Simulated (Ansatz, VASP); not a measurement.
Hf: VASP beside Ansatz

```
Hf
1.0
    -1.71475    1.71475    1.75988
     1.71475   -1.71475    1.75988
     1.71475    1.71475   -1.75988
Hf
1
Direct
  0.00000 0.00000 0.00000
```

Change from the starting cell: strain -0.050 along x and y, -0.025 along z, atoms carried along.

Alike in both runs: task single point; functional r2SCAN; k mesh 18 × 18 × 18; occupations gaussian, width 0.15 eV; no spin polarisation.

```csv
,VASP,Ansatz
version,VASP 6.6.1,Ansatz 0.2.0
potentials or method,"VASP PAW PBE potentials, release 64 (Hf_pv), cutoff 520 eV","scalar-relativistic, plane waves, PAW"
valence electrons in the cell,10,26
```

```tsv
	VASP	Ansatz	Ansatz less VASP
gap on the k mesh at the Fermi level (eV)	none	none	-
pressure (GPa)	7.5	7.8	+0.31
traceless stress, the component that is largest in VASP (GPa)	0.78	0.74	-0.042
```

VASP's potentials were made for PBE, not for r2SCAN. A gap of «none» marks a metal or a gap that the smearing closes. VASP's potentials hold 10 valence electrons a cell and Ansatz's 26, so a difference there can come from the potentials and not from the codes.

Neither program's run includes spin-orbit coupling.
